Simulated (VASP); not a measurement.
A run of VASP 6.6.1 is set up as follows.

Contents of INCAR:

```
ALGO = Normal
EDIFF = 1E-7
ENCUT = 520
GGA = PE
ISIF = 2
ISMEAR = 0
LASPH = True
LCHARG = True
LDAU = True
LDAUJ = 0 0 0
LDAUL = -1 2 -1
LDAUPRINT = 1
LDAUTYPE = 2
LDAUU = 0 4 0
LELF = True
LMAXMIX = 4
LREAL = False
LVHAR = True
LWAVE = False
NBANDS = 28
NELM = 150
PREC = Accurate
SIGMA = 0.01
```

Contents of KPOINTS:

```
k-points
0
Gamma
  4 4 4
```

POSCAR

```
BaTiO3
1.0
    3.9998000000      0.0000000000      0.0000000000
    0.0000000000      3.9998000000      0.0000000000
    0.0000000000      0.0000000000      4.0180000000
Ba Ti O
1 1 3
Direct
    0.0000000000      0.0000000000      0.0000000000
    0.5000000000      0.5000000000      0.4900000000
    0.5000000000      0.5000000000      0.0190000000
    0.5000000000      0.0000000000      0.5170000000
    0.0000000000      0.5000000000      0.5170000000
```

Potentials or basis: VASP PAW PBE potentials, release 64 (Ba_sv, Ti_sv, O).

Launch:

```console
$ cat potpaw_PBE.64/Ba_sv/POTCAR potpaw_PBE.64/Ti_sv/POTCAR potpaw_PBE.64/O/POTCAR > POTCAR
$ mpirun -np 1 vasp_std > vasp.out
```

(1) Predict the band gap on the k mesh.

(2) What does it give for the pressure?

(3) Estimate the largest force.

Answers

(1) 2.24 eV (least direct gap 2.55 eV).

(2) 7.5 GPa.

(3) 0.411 eV/Å.

Caveat: the cell stands under pressure; spin-orbit coupling is left out, which moves the levels of the heavy elements.
